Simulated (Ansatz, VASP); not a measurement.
P in VASP and in Ansatz

File INCAR:

```
SYSTEM = P
ALGO = Normal
EDIFF = 1E-6
ENCUT = 520
GGA = PS
ISIF = 2
ISMEAR = 0
LASPH = .TRUE.
LCHARG = .FALSE.
LREAL = .FALSE.
LWAVE = .FALSE.
NBANDS = 18
NELM = 100
PREC = Accurate
SIGMA = 0.05
```

File KPOINTS:

```
k-points
0
G
  10 1 8
  0 0 0
```

Contents of POSCAR:

```
P
1.0
    3.2313841738      0.0000000000      0.0000000000
    0.0000000000     34.3121527705      0.0000000000
    0.0000000000      0.0000000000      4.5836012217
P
4
Direct
    0.0000000000      0.9696876236      0.5826201292
    0.0000000000      0.0303123764      0.4173798708
    0.5000000000      0.0303123764      0.0826201292
    0.5000000000      0.9696876236      0.9173798708
```

Input for Ansatz:

```yaml
crystal:
  lattice:
    - [3.2313841738, 0.0, 0.0]
    - [0.0, 34.3121527705, 0.0]
    - [0.0, 0.0, 4.5836012217]
  atoms:
    - { symbol: P, position: [0.0, 0.9696876236, 0.5826201292] }
    - { symbol: P, position: [0.0, 0.0303123764, 0.4173798708] }
    - { symbol: P, position: [0.5, 0.0303123764, 0.0826201292] }
    - { symbol: P, position: [0.5, 0.9696876236, 0.9173798708] }
basis:
  ecutwfc: 420
kpoints:
  mp_grid: { grid: [10, 1, 8] }
hamiltonian:
  xc: pbesol
scf:
  occupations: { method: gaussian, width: 0.05 }
output:
  forces: true
  stress: true
  eigenvalues: true
  write_density: true
  write_potential: true
  elf: true
  volumetric_format: npy
```

Alike in both runs: task single point; functional PBEsol; k mesh 10 × 1 × 8; occupations gaussian, width 0.05 eV; no spin polarisation.

```csv
,VASP,Ansatz
version,VASP 6.6.1,Ansatz 0.2.0
potentials or method,"VASP PAW PBE potentials, release 64 (P), cutoff 520 eV","scalar-relativistic, plane waves, PAW"
valence electrons in the cell,20,20
```

Ansatz gave:

- gap on the k mesh at the Fermi level (eV): 0.87
- least direct gap on the mesh (eV): 1.01
- rms of the force components (eV/Å): 0.304

Estimate VASP's values.

gap on the k mesh at the Fermi level (eV): 0.90; least direct gap on the mesh (eV): 1.03; rms of the force components (eV/Å): 0.305.

VASP's potentials were made for PBE, not for PBEsol. Atom by atom the forces differ by 0.013 eV/Å (rms over components). Ansatz's warnings: xc potential rough in thin density.
